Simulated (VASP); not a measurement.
# F (C2/c) in VASP: further runs

Runs on F. Level: PBE+D3(BJ). Tasks: single point.

All numbers are computed with VASP 6.6.1; they aren't measurements. Logs are shortened: lines on timing, memory, paths and dates and some standing lists are left out, and cuts for length are marked.

## 1. The cell of the first run

Symmetry: C2/c, No. 15, monoclinic system. The conventional cell has a = 6.209 Å, b = 3.622 Å, c = 6.874 Å, α = 90.00°, β = 91.13°, γ = 90.00°. Within 1.9 Å of F (site symmetry 1) lie 1 F at 1.43 Å.

## 2. Single point, PBE+D3(BJ) (19.32 Å³/atom)

INCAR reads:

```
PREC = Accurate
ENCUT = 520
EDIFF = 1E-7
ISMEAR = 0
SIGMA = 0.05
LREAL = F
LASPH = T
NELM = 80
ALGO = Normal
ISIF = 2
LWAVE = F
LCHARG = T
GGA = PE
IVDW = 12
LELF = T
LVHAR = T
NBANDS = 22
```

KPOINTS reads:

```
regular mesh
0
Gamma
  8 8 4
```

POSCAR reads:

```
F
1.0
    3.0873948064     -1.8111049627      0.3258218332
    3.0873948064      1.8111049627      0.3258218332
   -0.8556314878      0.0000000000      6.8207884807
F
4
Direct
    0.9138648456      0.5855481450      0.0939279973
    0.4144518550      0.0861351544      0.4060720027
    0.0861351544      0.4144518550      0.9060720027
    0.5855481450      0.9138648456      0.5939279973
```

Potentials or basis: VASP PAW PBE potentials, release 64 (F).

The run is started by

```
$ cat potpaw_PBE.64/F/POTCAR > POTCAR
$ mpirun -np 1 vasp_std > vasp.out
```

OUTCAR:

```text
PREC = Accurate
   ENCUT = 520
   EDIFF = 1E-7
   ISMEAR = 0
   LREAL = F
   LASPH = T
   NELM = 80
   ISIF = 2
   GGA = PE
   IVDW = 12
 IVDW          = 12

 ion  position               nearest neighbor table
   1  0.914  0.586  0.094-   3 1.43
   2  0.414  0.086  0.406-   4 1.43
   3  0.086  0.414  0.906-   1 1.43
   4  0.586  0.914  0.594-   2 1.43

  LATTYP: Found a base centered monoclinic cell.
 ALAT       =     6.2090793384
 B/A-ratio  =     0.5833731102
 C/A-ratio  =     1.1071280974
 COS(beta)  =    -0.0196477735

  Lattice vectors:

 A1 = (   3.0873948064,  -1.8111049627,   0.3258218332)
 A2 = (   3.0873948064,   1.8111049627,   0.3258218332)
 A3 = (  -0.8556314878,   0.0000000000,   6.8207884807)

Analysis of symmetry for initial positions (statically):
=====================================================================
 Subroutine PRICEL returns:
 Original cell was already a primitive cell.

 Routine SETGRP: Setting up the symmetry group for a
 base centered monoclinic supercell.

 Subroutine GETGRP returns: Found  4 space group operations
 (whereof  2 operations were pure point group operations)
 out of a pool of  4 trial point group operations.

The static configuration has the point symmetry S_2 .
 The point group associated with its full space group is C_2h.

Analysis of symmetry for dynamics (positions and initial velocities):
=====================================================================
 Subroutine PRICEL returns:
 Original cell was already a primitive cell.

 Routine SETGRP: Setting up the symmetry group for a
 base centered monoclinic supercell.

 Subroutine GETGRP returns: Found  4 space group operations
 (whereof  2 operations were pure point group operations)
 out of a pool of  4 trial point group operations.

The dynamic configuration has the point symmetry S_2 .
 The point group associated with its full space group is C_2h.

 Subroutine INISYM returns: Found  4 space group operations
 (whereof  2 operations are pure point group operations),
 and found     1 'primitive' translations

----------------------------------------------------------------------------------------

                                     Primitive cell

  volume of cell :      77.2880

  direct lattice vectors                    reciprocal lattice vectors
     3.087394806 -1.811104963  0.325821833     0.159832883 -0.276074557  0.020050182
     3.087394806  1.811104963  0.325821833     0.159832883  0.276074557  0.020050182
    -0.855631488  0.000000000  6.820788481    -0.015270095  0.000000000  0.144695064

  length of vectors
     3.594199180  3.594199180  6.874246194     0.319633730  0.319633730  0.145498582

  position of ions in fractional coordinates (direct lattice)
     0.913864846  0.585548145  0.093927997
     0.414451855  0.086135154  0.406072003
     0.086135154  0.414451855  0.906072003
     0.585548145  0.913864846  0.593927997

  ion indices of the primitive-cell ions
   primitive index   ion index
                 1           1
                 2           2
                 3           3
                 4           4

----------------------------------------------------------------------------------------

 KPOINTS: regular mesh

Automatic generation of k-mesh.
 Grid dimensions read from file:
 generate k-points for:    8    8    4

 Generating k-lattice:

  Cartesian coordinates                     Fractional coordinates (reciprocal lattice)
     0.019979110 -0.034509320  0.002506273     0.125000000 -0.000000000 -0.000000000
     0.019979110  0.034509320  0.002506273    -0.000000000  0.125000000 -0.000000000
    -0.003817524  0.000000000  0.036173766     0.000000000  0.000000000  0.250000000

  Length of vectors
     0.039954216  0.039954216  0.036374645

  Shift w.r.t. Gamma in fractional coordinates (k-lattice)
     0.000000000  0.000000000  0.000000000

 Subroutine IBZKPT returns following result:
 ===========================================

 Found     78 irreducible k-points:

 Following reciprocal coordinates:
            Coordinates               Weight
  0.000000  0.000000  0.000000      1.000000
  0.125000 -0.000000  0.000000      4.000000
  0.250000 -0.000000  0.000000      4.000000
  0.375000 -0.000000  0.000000      4.000000
  0.500000 -0.000000  0.000000      2.000000
  0.125000  0.125000  0.000000      2.000000
[... 16 lines left out ...]
  0.125000 -0.000000  0.250000      4.000000
  0.250000  0.000000  0.250000      4.000000
 [... further k-points ...]
   k-points           NKPTS =     78   k-points in BZ     NKDIM =     78   number of bands    NBANDS=     22
   number of dos      NEDOS =    301   number of ions     NIONS =      4
   total plane-waves  NPLWV =  42336
   dimension x,y,z NGX =    28 NGY =   28 NGZ =   54
   dimension x,y,z NGXF=    56 NGYF=   56 NGZF=  108
   ions per type =               4
   NGX,Y,Z   is equivalent  to a cutoff of  12.95, 12.95, 13.06 a.u.
   NGXF,Y,Z  is equivalent  to a cutoff of  25.90, 25.90, 26.12 a.u.
 SYSTEM =  unknown system
   PREC   = accura    normal or accurate (medium, high low for compatibility)
   ISTART =      0    job   : 0-new  1-cont  2-samecut
   ICHARG =      2    charge: 1-file 2-atom 10-const
   ISPIN  =      1    spin polarized calculation?
   LNONCOLLINEAR =      F non collinear calculations
   LSORBIT =      F    spin-orbit coupling
   LASPH  =      T    aspherical Exc in radial PAW
   ENCUT  =  520.0 eV  38.22 Ry    6.18 a.u.   6.68  6.68 12.78*2*pi/ulx,y,z
   NELM   =     80;   NELMIN=  2; NELMDL= -5     # of ELM steps
   EDIFF  = 0.1E-06   stopping-criterion for ELM
   LREAL  =      F    real-space projection
   EDIFFG = 0.1E-05   stopping-criterion for IOM
   NSW    =      0    number of steps for IOM
   IBRION =     -1    ionic relax: 0-MD 1-quasi-New 2-CG
   NFREE  =      0    steps in history (QN), initial steepest desc. (CG)
   ISIF   =      2    stress and relaxation
   ISYM   =      2    0-nonsym 1-usesym 2-fastsym
   POTIM  = 0.5000    time-step for ionic-motion
   TEBEG  =    0.0;   TEEND  =   0.0 temperature during run
   PSTRESS=    0.0 pullay stress
   NELECT =      28.0000    total number of electrons
   NUPDOWN=      -1.0000    fix difference up-down
   EMIN   =  10.00;   EMAX   =-10.00  energy-range for DOS
   EFERMI =   0.00;   METHOD = LEGACY
   ISMEAR =     0;   SIGMA  =   0.05  broadening in eV -4-tet -1-fermi 0-gaus
   EFERMI_NEDOS =   21; number of points for ismear=-14 and -15
   IALGO  =     38    algorithm
   IMIX   =      4    mixing-type and parameters
     AMIX     =   0.40;   BMIX     =  1.00
     AMIX_MAG =   1.60;   BMIX_MAG =  1.00
  volume/ion in A,a.u.               =      19.32       130.39
  Fermi-wavevector in a.u.,A,eV,Ry     =   1.167052  2.205408 18.531271  1.362010
  Thomas-Fermi vector in A             =   2.303557
   LORBIT       =      0    0 simple, 1 ext, 2 COOP (PROOUT), +10 PAW based schemes
   GGA     = PE    functional components
   LHFCALC =     F    Hartree Fock is set to
   AEXX    =    0.0000 exact exchange contribution
   IVDW    =    12    specifies the selected vdW correction
   LEPSILON=     F    determine dielectric tensor
   LRPA    =     F    only Hartree local field effects (RPA)
 non-spin polarized calculation
 Gauss-broadening in eV      SIGMA  =   0.05
  energy-cutoff  :      520.00
  volume of cell :       77.29
 maximum number of plane-waves:      2100
   NGX = 13   NGY = 13   NGZ = 25

 number of electron      27.9999995 magnetization

 Free energy of the ion-electron system (eV)
  ---------------------------------------------------
  ext. energy  EPLUGINS =         0.00000000
  ---------------------------------------------------
  free energy    TOTEN  =        -7.32516899 eV

  energy without entropy =       -7.32516899  energy(sigma->0) =       -7.32516899

 E-fermi :  -5.7792     XC(G=0):  -6.8434

 val. band max:       -6.0700424759   @ k =   0.0000   0.0000   0.0000
 cond. band min:      -3.2389259815   @ k =   0.0000   0.0000   0.0000
 fundamental gap:      2.8311164944
 Fermi energy:        -5.7792281980

 k-point     1 :       0.0000    0.0000    0.0000
  band No.  band energies     occupation
      1     -30.5443      2.00000
      2     -30.4542      2.00000
      3     -24.6542      2.00000
      4     -24.4109      2.00000
      5     -12.2851      2.00000
      6     -11.7417      2.00000
[... 14 lines left out ...]
     21      13.6480      0.00000
     22      13.8417      0.00000

 k-point     2 :       0.1250   -0.0000    0.0000
  band No.  band energies     occupation
      1     -30.5356      2.00000
      2     -30.4520      2.00000
      3     -24.6449      2.00000
      4     -24.4204      2.00000
      5     -12.2696      2.00000
      6     -11.7636      2.00000
[... 14 lines left out ...]
     21      12.7213      0.00000
     22      13.4115      0.00000

 k-point     3 :       0.2500   -0.0000    0.0000
  band No.  band energies     occupation
      1     -30.5127      2.00000
      2     -30.4486      2.00000
      3     -24.6186      2.00000
      4     -24.4472      2.00000
      5     -12.2223      2.00000
      6     -11.8272      2.00000
[... 14 lines left out ...]
     21      11.8217      0.00000
     22      12.0365      0.00000
[... 476 lines left out ...]
 k-point    23 :       0.1250   -0.0000    0.2500
  band No.  band energies     occupation
      1     -30.5235      2.00000
      2     -30.4646      2.00000
      3     -24.6120      2.00000
      4     -24.4537      2.00000
      5     -12.1996      2.00000
      6     -11.8427      2.00000
[... 14 lines left out ...]
     21      12.1959      0.00000
     22      13.1602      0.00000

 k-point    24 :       0.2500    0.0000    0.2500
  band No.  band energies     occupation
      1     -30.5033      2.00000
      2     -30.4582      2.00000
      3     -24.5932      2.00000
      4     -24.4725      2.00000
      5     -12.1635      2.00000
      6     -11.8839      2.00000
[... 14 lines left out ...]
     21      11.0511      0.00000
     22      11.6689      0.00000

 [... further k-points ...]

------------------------ aborting loop because EDIFF is reached ----------------------------------------

 Edisp (eV)   -0.09201

 E8    (eV) :    -0.0194

  FORCE on cell =-STRESS in cart. coord.  units (eV):
  Direction    XX          YY          ZZ          XY          YZ          ZX
  --------------------------------------------------------------------------------------
  -------------------------------------------------------------------------------------
  Total      -0.35549    -0.39708    -0.68650     0.00000     0.00000     0.04479
  in kB      -7.36926    -8.23137   -14.23122     0.00000     0.00000     0.92859
  external pressure =       -9.94 kB  Pullay stress =        0.00 kB

 VOLUME and BASIS-vectors are now :
 -----------------------------------------------------------------------------
  energy-cutoff  :      520.00
  volume of cell :       77.29
      direct lattice vectors                 reciprocal lattice vectors
     3.087394806 -1.811104963  0.325821833     0.159832883 -0.276074557  0.020050182
     3.087394806  1.811104963  0.325821833     0.159832883  0.276074557  0.020050182
    -0.855631488  0.000000000  6.820788481    -0.015270095  0.000000000  0.144695064

 POSITION                                       TOTAL-FORCE (eV/Angst)
 -----------------------------------------------------------------------------------
      4.54891     -0.59462      1.12920         0.019544     -0.073117     -0.146121
      1.19806     -0.59462      2.93283        -0.019544     -0.073117      0.146121
      0.77025      0.59462      6.34323        -0.019544      0.073117      0.146121
      4.12110      0.59462      4.53960         0.019544      0.073117     -0.146121
 -----------------------------------------------------------------------------------
    total drift:                               -0.000000     -0.000000      0.000000

  FREE ENERGIE OF THE ION-ELECTRON SYSTEM (eV)
  ---------------------------------------------------
  free  energy   TOTEN  =        -7.4171818282 eV

  energy  without entropy=       -7.4171818282  energy(sigma->0) =       -7.41718183
```

Wall time 3.2 min (1 thread of Intel Xeon 8259CL, shared host); peak memory 0.25 GiB.

What came out:

- Free energy: -7.4172 eV
- Pressure: -1.0 GPa
- Largest force: 0.165 eV/Å
- Band gap on the k mesh: 2.83 eV
- Dispersion energy per atom: -0.023 eV

Forces on the atoms (eV/Å):
```
F    0.020 -0.073 -0.146
F   -0.020 -0.073  0.146
F   -0.020  0.073  0.146
F    0.020  0.073 -0.146
```

A k mesh can miss the band edges.

## 3. Single point, PBE+D3(BJ) (19.32 Å³/atom)

INCAR reads:

```
  ALGO = Normal
  EDIFF = 1E-6
  ENCUT = 520
  GGA = PE
  ISIF = 2
  ISMEAR = 0
  IVDW = 12
  LASPH = True
  LCHARG = True
  LELF = True
  LREAL = False
  LVHAR = True
  LWAVE = False
  NBANDS = 22
  NELM = 60
  PREC = Accurate
  SIGMA = 0.05
```

KPOINTS reads:

```
k-points
0
Gamma
  8 8 4
```

POSCAR reads:

```
F
1.0
    3.0464162034     -1.8232452337      0.3214972409
    3.0464162034      1.8232452337      0.3214972409
   -0.8586838444      0.0000000000      6.8667930224
F
4
Direct
    0.9138648456      0.5855481450      0.0939279973
    0.4144518550      0.0861351544      0.4060720027
    0.0861351544      0.4144518550      0.9060720027
    0.5855481450      0.9138648456      0.5939279973
```

Potentials or basis: VASP PAW PBE potentials, release 64 (F).

The run is started by

```
$ cat potpaw_PBE.64/F/POTCAR > POTCAR
$ mpirun -np 1 vasp_std > vasp.out
```

Run time: 2.8 min. Hardware: 1 thread of Intel Xeon 8259CL, shared host; peak memory 0.25 GiB.

The run converged. Its results:

```
Free energy                : -7.4110 eV
Pressure                   : -1.6 GPa
Largest force              : 0.469 eV/Å
Band gap on the k mesh     : 2.73 eV
Dispersion energy per atom : -0.023 eV
```

Forces in eV/Å, atoms in the order of the input:
```
F    0.055 -0.207 -0.418
F   -0.055 -0.207  0.418
F   -0.055  0.207  0.418
F    0.055  0.207 -0.418
```

Stress tensor (GPa, compression positive):
```
-0.74  0.00  0.29
 0.00 -1.21  0.00
 0.29  0.00 -2.96
```

Levels at points of the mesh, in eV from the valence-band top:
```tsv
k point	band 11	band 12	band 13	band 14	band 15	band 16	band 17	band 18
(0.00, 0.00, 0.00)	-0.31	-0.09	-0.06	0.00	2.73	3.39	8.77	11.42
(0.50, 0.00, 0.00)	-0.22	-0.21	-0.09	-0.08	3.13	3.13	12.63	12.63
(0.50, 0.50, 0.00)	-0.40	-0.35	-0.06	-0.04	2.88	3.36	12.30	13.60
(0.00, 0.00, 0.50)	-0.19	-0.19	-0.04	-0.04	3.04	3.04	9.64	9.64
(0.50, 0.00, 0.50)	-0.19	-0.18	-0.06	-0.06	3.11	3.11	13.16	13.19
(0.50, 0.50, 0.50)	-0.22	-0.22	-0.21	-0.21	3.11	3.11	12.86	12.86
```
